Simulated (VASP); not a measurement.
**CdS: single point with PBE**

The system is CdS.

```xyz
2
Lattice="-1.8496 2.0764 3.4141 1.8496 -2.0764 3.4141 1.8496 2.0764 -3.4141" Properties=species:S:1:pos:R:3 pbc="T T T"
Cd    0.0000    0.0000    0.0000
S     0.0000    2.0764    0.0000
```

```json
{"Program": "VASP 6.6.1", "Task": "single point", "Functional": "PBE", "Potentials or basis": "VASP PAW PBE potentials, release 64 (Cd, S)", "Cutoff": "520 eV", "k mesh": "6 × 6 × 6", "Occupations": "gaussian, width 0.1 eV", "Spin": "no spin polarisation", "Dipole correction": "no", "Further INCAR settings": "ALGO = Normal; EDIFF = 1e-06; NBANDS = 16"}
```

```
Pressure               : 21.6 GPa
Band gap on the k mesh : 0.62 eV, indirect (least direct gap 1.71 eV)
```

Stress tensor (GPa, compression positive):
```
 4.77  0.00  0.00
 0.00 61.40  0.00
 0.00  0.00 -1.43
```

Levels at points of the mesh, in eV from the valence-band top:
```
           k point  band 7  band 8  band 9  band 10  band 11  band 12
(0.00, 0.00, 0.00)   -3.78   -1.63   -1.09     0.62     6.98     7.41
(0.50, 0.00, 0.00)   -5.22   -1.00    0.00     2.25     6.36     7.09
(0.00, 0.50, 0.00)   -3.89   -3.70   -2.02     2.30     4.78     6.22
(0.50, 0.50, 0.00)   -4.09   -1.66   -0.94     1.10     3.20     8.83
(0.50, 0.50, 0.50)   -4.14   -3.90   -1.47     0.75     6.10     6.43
```

Run time: 39 s on 1 thread of Intel(R) Xeon(R) Platinum 8124M CPU @ 3.00GHz (Skylake/Cascade Lake), on a shared host, peak memory 0.22 GiB.

A k mesh can miss the band edges.
